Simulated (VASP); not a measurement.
# TiO2: single point with PBEsol

The system is TiO2.

```
Ti O
1.0
     5.69767    0.00000    0.00000
    -2.84883    4.93432    0.00000
     0.00000    0.00000    6.25195
Ti O
3 6
Direct
  0.49214 0.00000 0.33333
  0.00000 0.49214 0.66667
  0.50786 0.50786 0.00000
  0.57494 0.80216 0.15546
  0.77278 0.19784 0.51121
  0.22722 0.42506 0.82213
  0.80216 0.57494 0.84454
  0.19784 0.77278 0.48879
  0.42506 0.22722 0.17787
```

```
Program                : VASP 6.6.1
Task                   : single point
Functional             : PBEsol
Potentials or basis    : VASP PAW PBE potentials, release 64 (Ti_sv, O)
Cutoff                 : 520 eV
k mesh                 : 6 × 6 × 5
Occupations            : fermi-dirac, width 0.05 eV
Spin                   : no spin polarisation
Dipole correction      : no
Further INCAR settings : ALGO = Normal; EDIFF = 1e-06; NBANDS = 46
```

- Pressure: 0.5 GPa
- Largest force: 0.030 eV/Å
- Band gap on the k mesh: 3.44 eV (least direct gap 3.55 eV)

Forces on the atoms (eV/Å):
```
Ti  -0.002  0.000  0.000
Ti   0.001 -0.001  0.000
Ti   0.001  0.001  0.000
O    0.023  0.018 -0.005
O    0.023 -0.018  0.005
O    0.004 -0.029 -0.005
O    0.004  0.029  0.005
O   -0.027  0.011 -0.005
O   -0.027 -0.011  0.005
```

Levels at points of the mesh, in eV from the valence-band top:
```csv
k point,band 32,band 33,band 34,band 35,band 36,band 37,band 38,band 39,band 40,band 41
"(0.00, 0.00, 0.00)",-0.87,-0.87,-0.30,-0.30,-0.18,3.44,4.14,4.14,4.73,4.73
"(0.50, 0.00, 0.00)",-0.95,-0.86,-0.84,-0.19,-0.02,3.77,3.81,4.17,4.81,5.36
```

Run time: 9.7 min on 1 thread of Intel Xeon 8259CL (shared host), peak memory 0.38 GiB.

Caveat: the PAW data sets were made with another functional, which shifts forces and pressure a little. A k mesh can miss the band edges.
